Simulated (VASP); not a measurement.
# C (I4_1/amd) in VASP: settings compared

The runs below take C through single point, with r2SCAN, HSE06.

Everything below comes from runs of VASP 6.6.1. Logs are shortened: lines on timing, memory, paths and dates and some standing lists are left out, and cuts for length are marked.

**1. The cell of the first run**

The structure is tetragonal, space group I4_1/amd (No. 141). The conventional cell has a = 2.517 Å, b = 2.517 Å, c = 3.703 Å, α = 90.00°, β = 90.00°, γ = 90.00°. C (site symmetry -4m2) has 4 C at 1.56 Å within 2.1 Å.

**2. Single point, r2SCAN (uniaxial z strain +4.0%)**

File POSCAR:

```
C
1.0
    0.0000000000      1.7801241425      1.8513291082
    1.7801241425      0.0000000000      1.8513291082
    1.7801241425      1.7801241425      0.0000000000
C
2
Direct
    0.0000000000      0.0000000000      0.0000000000
    0.2500000000      0.2500000000      0.2500000000
```

File INCAR.step1:

```
PREC = Accurate
ENCUT = 910
ISMEAR = 0
SIGMA = 0.01
LREAL = F
LASPH = T
NELM = 120
NBANDS = 11
GGA = PE
ALGO = Normal
EDIFF = 1E-5
LWAVE = T
LCHARG = F
GGA_COMPAT = F
```

File INCAR.step2:

```
PREC = Accurate
ENCUT = 910
EDIFF = 1E-6
ISMEAR = 0
SIGMA = 0.01
LREAL = F
LASPH = T
NELM = 120
ALGO = Normal
ISIF = 2
LWAVE = F
LCHARG = F
METAGGA = R2SCAN
LMIXTAU = T
NBANDS = 11
ISTART = 1
GGA_COMPAT = F
```

File KPOINTS:

```
regular mesh
0
Gamma
  12 12 12
```

Potentials or basis: VASP PAW PBE potentials, release 64 (C_h).

Run with:

```bash
cat potpaw_PBE.64/C_h/POTCAR > POTCAR
cp INCAR.step1 INCAR
mpirun -np 1 vasp_std > vasp.out
cp INCAR.step2 INCAR
mpirun -np 1 vasp_std > vasp.out
```

OUTCAR:

```text
PREC = Accurate
   ENCUT = 910
   EDIFF = 1E-6
   ISMEAR = 0
   LREAL = F
   LASPH = T
   NELM = 120
   ISIF = 2
   METAGGA = R2SCAN
   ISTART = 1

 ion  position               nearest neighbor table
   1  0.000  0.000  0.000-
   2  0.250  0.250  0.250-

  LATTYP: Found a body centered tetragonal cell.
 ALAT       =     2.5174757050
 C/A-ratio  =     1.4707821049

  Lattice vectors:

 A1 = (  -1.7801241425,   0.0000000000,   1.8513291082)
 A2 = (   1.7801241425,   0.0000000000,   1.8513291082)
 A3 = (   0.0000000000,   1.7801241425,  -1.8513291082)

Analysis of symmetry for initial positions (statically):
=====================================================================
 Subroutine PRICEL returns:
 Original cell was already a primitive cell.

 Routine SETGRP: Setting up the symmetry group for a
 body centered tetragonal supercell.

 Subroutine GETGRP returns: Found 16 space group operations
 (whereof  8 operations were pure point group operations)
 out of a pool of 16 trial point group operations.

The static configuration has the point symmetry D_2d.
 The point group associated with its full space group is D_4h.

Analysis of symmetry for dynamics (positions and initial velocities):
=====================================================================
 Subroutine PRICEL returns:
 Original cell was already a primitive cell.

 Routine SETGRP: Setting up the symmetry group for a
 body centered tetragonal supercell.

 Subroutine GETGRP returns: Found 16 space group operations
 (whereof  8 operations were pure point group operations)
 out of a pool of 16 trial point group operations.

The dynamic configuration has the point symmetry D_2d.
 The point group associated with its full space group is D_4h.

 Subroutine INISYM returns: Found 16 space group operations
 (whereof  8 operations are pure point group operations),
 and found     1 'primitive' translations

----------------------------------------------------------------------------------------

                                     Primitive cell

  volume of cell :      11.7331

  direct lattice vectors                    reciprocal lattice vectors
     0.000000000  1.780124143  1.851329108    -0.280879287  0.280879287  0.270076238
     1.780124143  0.000000000  1.851329108     0.280879287 -0.280879287  0.270076238
     1.780124143  1.780124143  0.000000000     0.280879287  0.280879287 -0.270076238

  length of vectors
     2.568318794  2.568318794  2.517475705     0.480341047  0.480341047  0.480341047

  position of ions in fractional coordinates (direct lattice)
     0.000000000  0.000000000  0.000000000
     0.250000000  0.250000000  0.250000000

  ion indices of the primitive-cell ions
   primitive index   ion index
                 1           1
                 2           2

----------------------------------------------------------------------------------------

 KPOINTS: regular mesh

Automatic generation of k-mesh.
 Grid dimensions read from file:
 generate k-points for:   12   12   12

 Generating k-lattice:

  Cartesian coordinates                     Fractional coordinates (reciprocal lattice)
    -0.023406607  0.023406607  0.022506353     0.083333333  0.000000000  0.000000000
     0.023406607 -0.023406607  0.022506353     0.000000000  0.083333333  0.000000000
     0.023406607  0.023406607 -0.022506353     0.000000000  0.000000000  0.083333333

  Length of vectors
     0.040028421  0.040028421  0.040028421

  Shift w.r.t. Gamma in fractional coordinates (k-lattice)
     0.000000000  0.000000000  0.000000000

 Subroutine IBZKPT returns following result:
 ===========================================

 Found    163 irreducible k-points:

 Following reciprocal coordinates:
            Coordinates               Weight
  0.000000  0.000000  0.000000      1.000000
  0.083333  0.000000  0.000000      8.000000
  0.166667  0.000000  0.000000      8.000000
  0.250000  0.000000  0.000000      8.000000
  0.333333  0.000000  0.000000      8.000000
  0.416667  0.000000  0.000000      8.000000
[... 16 lines left out ...]
  0.500000  0.166667  0.000000      8.000000
 -0.416667  0.166667  0.000000      8.000000
 [... further k-points ...]
   k-points           NKPTS =    163   k-points in BZ     NKDIM =    163   number of bands    NBANDS=     11
   number of dos      NEDOS =    301   number of ions     NIONS =      2
   total plane-waves  NPLWV =  21952
   dimension x,y,z NGX =    28 NGY =   28 NGZ =   28
   dimension x,y,z NGXF=    56 NGYF=   56 NGZF=   56
   ions per type =               2
   NGX,Y,Z   is equivalent  to a cutoff of  18.12, 18.12, 18.49 a.u.
   NGXF,Y,Z  is equivalent  to a cutoff of  36.25, 36.25, 36.98 a.u.
 SYSTEM =  unknown system
   PREC   = accura    normal or accurate (medium, high low for compatibility)
   ISTART =      1    job   : 0-new  1-cont  2-samecut
   ICHARG =      0    charge: 1-file 2-atom 10-const
   ISPIN  =      1    spin polarized calculation?
   LNONCOLLINEAR =      F non collinear calculations
   LSORBIT =      F    spin-orbit coupling
   LASPH  =      T    aspherical Exc in radial PAW
   ENCUT  =  910.0 eV  66.88 Ry    8.18 a.u.   6.32  6.32  6.19*2*pi/ulx,y,z
   NELM   =    120;   NELMIN=  2; NELMDL=  0     # of ELM steps
   EDIFF  = 0.1E-05   stopping-criterion for ELM
   LREAL  =      F    real-space projection
   EDIFFG = 0.1E-04   stopping-criterion for IOM
   NSW    =      0    number of steps for IOM
   IBRION =     -1    ionic relax: 0-MD 1-quasi-New 2-CG
   NFREE  =      0    steps in history (QN), initial steepest desc. (CG)
   ISIF   =      2    stress and relaxation
   ISYM   =      2    0-nonsym 1-usesym 2-fastsym
   POTIM  = 0.5000    time-step for ionic-motion
   TEBEG  =    0.0;   TEEND  =   0.0 temperature during run
   PSTRESS=    0.0 pullay stress
   NELECT =       8.0000    total number of electrons
   NUPDOWN=      -1.0000    fix difference up-down
   EMIN   =  10.00;   EMAX   =-10.00  energy-range for DOS
   EFERMI =   0.00;   METHOD = LEGACY
   ISMEAR =     0;   SIGMA  =   0.01  broadening in eV -4-tet -1-fermi 0-gaus
   EFERMI_NEDOS =   21; number of points for ismear=-14 and -15
   IALGO  =     38    algorithm
   IMIX   =      4    mixing-type and parameters
     AMIX     =   0.40;   BMIX     =  1.00
     AMIX_MAG =   1.60;   BMIX_MAG =  1.00
  volume/ion in A,a.u.               =       5.87        39.59
  Fermi-wavevector in a.u.,A,eV,Ry     =   1.440899  2.722904 28.248264  2.076189
  Thomas-Fermi vector in A             =   2.559591
   LORBIT       =      0    0 simple, 1 ext, 2 COOP (PROOUT), +10 PAW based schemes
   METAGGA = R2SCAN    functional components
   LHFCALC =     F    Hartree Fock is set to
   AEXX    =    0.0000 exact exchange contribution
   IVDW    =     0    specifies the selected vdW correction
   LEPSILON=     F    determine dielectric tensor
   LRPA    =     F    only Hartree local field effects (RPA)
 non-spin polarized calculation
 Gauss-broadening in eV      SIGMA  =   0.01
  energy-cutoff  :      910.00
  volume of cell :       11.73
 maximum number of plane-waves:       744
 NGX is ok and might be reduce to    28
   NGX = 13   NGY = 13   NGZ = 13

 number of electron       8.0000000 magnetization

 Free energy of the ion-electron system (eV)
  ---------------------------------------------------
  ext. energy  EPLUGINS =         0.00000000
  ---------------------------------------------------
  free energy    TOTEN  =       -19.65805288 eV

  energy without entropy =      -19.65805288  energy(sigma->0) =      -19.65805288

 E-fermi :  10.7399     XC(G=0): -14.0879

 val. band max:       10.5983285552   @ k =   0.0000   0.0000   0.0000
 cond. band min:      14.3821248166   @ k =   0.3333   0.0000   0.3333
 fundamental gap:      3.7837962613
 Fermi energy:        10.7399379469

 k-point     1 :       0.0000    0.0000    0.0000
  band No.  band energies     occupation
      1     -11.8215      2.00000
      2       9.9662      2.00000
      3      10.5983      2.00000
      4      10.5983      2.00000
      5      16.0136      0.00000
      6      16.0136      0.00000
      7      16.5299      0.00000
      8      23.4041      0.00000
      9      30.3457      0.00000
     10      36.1654      0.00000
     11      37.5074      0.00000

 k-point     2 :       0.0833    0.0000    0.0000
  band No.  band energies     occupation
      1     -11.6251      2.00000
      2       9.0334      2.00000
      3       9.9184      2.00000
      4      10.2781      2.00000
      5      16.4579      0.00000
      6      16.5288      0.00000
      7      17.1464      0.00000
      8      23.6345      0.00000
      9      30.6869      0.00000
     10      34.4133      0.00000
     11      36.1755      0.00000

 k-point     3 :       0.1667    0.0000    0.0000
  band No.  band energies     occupation
      1     -11.0389      2.00000
      2       6.4801      2.00000
      3       9.1040      2.00000
      4       9.5903      2.00000
      5      17.3630      0.00000
      6      17.4399      0.00000
      7      18.2363      0.00000
      8      24.3076      0.00000
      9      31.3781      0.00000
     10      33.1188      0.00000
     11      34.3785      0.00000
[... 267 lines left out ...]
 k-point    23 :       0.5000    0.1667    0.0000
  band No.  band energies     occupation
      1      -6.1321      2.00000
      2      -1.8642      2.00000
      3       4.7931      2.00000
      4       6.7093      2.00000
      5      18.2216      0.00000
      6      21.3418      0.00000
      7      21.5567      0.00000
      8      25.6537      0.00000
      9      31.1616      0.00000
     10      34.5929      0.00000
     11      37.7449      0.00000

 k-point    24 :      -0.4167    0.1667    0.0000
  band No.  band energies     occupation
      1      -5.5776      2.00000
      2      -2.5314      2.00000
      3       4.3276      2.00000
      4       7.1085      2.00000
      5      18.7136      0.00000
      6      21.0182      0.00000
      7      21.2652      0.00000
      8      26.4745      0.00000
      9      30.7971      0.00000
     10      35.3169      0.00000
     11      35.6092      0.00000

 [... further k-points ...]

------------------------ aborting loop because EDIFF is reached ----------------------------------------

  FORCE on cell =-STRESS in cart. coord.  units (eV):
  Direction    XX          YY          ZZ          XY          YZ          ZX
  --------------------------------------------------------------------------------------
  -------------------------------------------------------------------------------------
  Total       -0.3077982     -0.3077982     -3.1468324      0.0000000     -0.0000000      0.0000000
  in kB      -42.0302907    -42.0302907   -429.7045848      0.0000000     -0.0000000      0.0000000
  external PRESSURE =    -171.2550554 kB  Pullay stress =       0.0000000 kB

 VOLUME and BASIS-vectors are now :
 -----------------------------------------------------------------------------
  energy-cutoff  :      910.00
  volume of cell :       11.73
      direct lattice vectors                 reciprocal lattice vectors
     0.000000000  1.780124143  1.851329108    -0.280879287  0.280879287  0.270076238
     1.780124143  0.000000000  1.851329108     0.280879287 -0.280879287  0.270076238
     1.780124143  1.780124143  0.000000000     0.280879287  0.280879287 -0.270076238

 POSITION                                       TOTAL-FORCE (eV/Angst)
 -----------------------------------------------------------------------------------
      0.00000      0.00000      0.00000         0.000000      0.000000      0.000000
      0.89006      0.89006      0.92566        -0.000000     -0.000000      0.000000
 -----------------------------------------------------------------------------------
    total drift:                                0.000000      0.000000      0.000000

  FREE ENERGIE OF THE ION-ELECTRON SYSTEM (eV)
  ---------------------------------------------------
  free  energy   TOTEN  =       -19.6580528762 eV

  energy  without entropy=      -19.6580528762  energy(sigma->0) =      -19.65805288
```

Run time: 1.7 min. Hardware: 1 thread of Intel Xeon Platinum 8488C (Sapphire Rapids), shared host; peak memory 0.17 GiB.

What came out:

| Property | Result |
| --- | --- |
| Free energy | -19.6581 eV |
| Pressure | -17.1 GPa |
| Band gap on the k mesh | 3.78 eV (least direct gap 5.42 eV) |

Levels at points of the mesh, in eV from the valence-band top:
| k point | band 1 | band 2 | band 3 | band 4 | band 5 | band 6 | band 7 | band 8 | band 9 |
| --- | --- | --- | --- | --- | --- | --- | --- | --- | --- |
| (0.00, 0.00, 0.00) | -22.42 | -0.63 | 0.00 | 0.00 | 5.42 | 5.42 | 5.93 | 12.81 | 19.75 |
| (0.50, 0.00, 0.00) | -16.66 | -13.85 | -3.45 | -2.72 | 7.69 | 8.71 | 9.18 | 16.20 | 22.44 |
| (0.50, 0.50, 0.00) | -13.93 | -13.93 | -6.24 | -6.24 | 5.37 | 5.37 | 17.01 | 17.01 | 23.35 |
| (0.50, 0.00, 0.50) | -13.33 | -13.33 | -6.82 | -6.82 | 4.44 | 4.44 | 17.16 | 17.16 | 23.87 |

Caveat: the cell differs from its parent crystal (uniaxial z strain +4.0%); the cutoff is under 1.25 times the usual one of these potentials, so pressure, stress and relaxed cells hold a basis-set (Pulay) error; the cell stands under tension; the PAW data sets were made with another functional, which shifts forces and pressure a little. A k mesh can miss the band edges.

(Continued in part 2 of 2.)
